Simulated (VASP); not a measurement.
Input of a VASP 6.6.1 run:

Contents of INCAR:

```
SYSTEM = SrLuS2
PREC     = Accurate       ! precision mode
ENCUT    = 520            ! plane-wave cutoff, eV
EDIFF    = 1E-6           ! SCF threshold, eV
ISMEAR   = -1             ! smearing method
SIGMA    = 0.1            ! smearing width, eV
LREAL    = .FALSE.        ! projectors in reciprocal space
LASPH    = .TRUE.         ! aspherical terms in the spheres
NELM     = 60             ! most SCF steps
ALGO     = Normal         ! electronic algorithm
ISIF     = 2              ! what is computed and relaxed
LWAVE    = .FALSE.        ! write WAVECAR
LCHARG   = .TRUE.         ! write CHGCAR
GGA      = PE             ! functional
LELF     = .TRUE.         ! ELF
LVHAR    = .TRUE.       
NBANDS   = 32             ! bands
```

File KPOINTS:

```
regular mesh
0
G
  6 6 6
  0 0 0
```

Contents of POSCAR:

```
SrLuS2
1.0
    3.8390080000      0.0000000000      0.0000000000
   -1.9195040000      3.3246840000      0.0000000000
   -1.9195040000      1.1082280000      7.0872720000
Lu Sr S
1 1 2
Direct
    0.5000000000      0.5000000000      0.5000000000
    0.0000000000      0.0000000000      0.0000000000
    0.2336900000      0.7663100000      0.7010700000
    0.7663100000      0.2336900000      0.2989300000
```

Potentials or basis: VASP PAW PBE potentials, release 64 (Lu, Sr_sv, S).

The run is started by

```bash
$ cat potpaw_PBE.64/Lu/POTCAR potpaw_PBE.64/Sr_sv/POTCAR potpaw_PBE.64/S/POTCAR > POTCAR
$ mpirun -np 1 vasp_std > vasp.out
```

Problem. Estimate the pressure.

Solution. 3.6 GPa.

Problem. Predict the largest force.

Solution. 1.309 eV/Å.

Stress tensor (GPa, compression positive):
```
5.33 0.00 0.00
0.00 5.33 0.00
0.00 0.00 0.25
```

Caveat: the cell stands under pressure; forces of over 1 eV/Å act on the atoms, so gaps and moduli don't describe the material at rest.
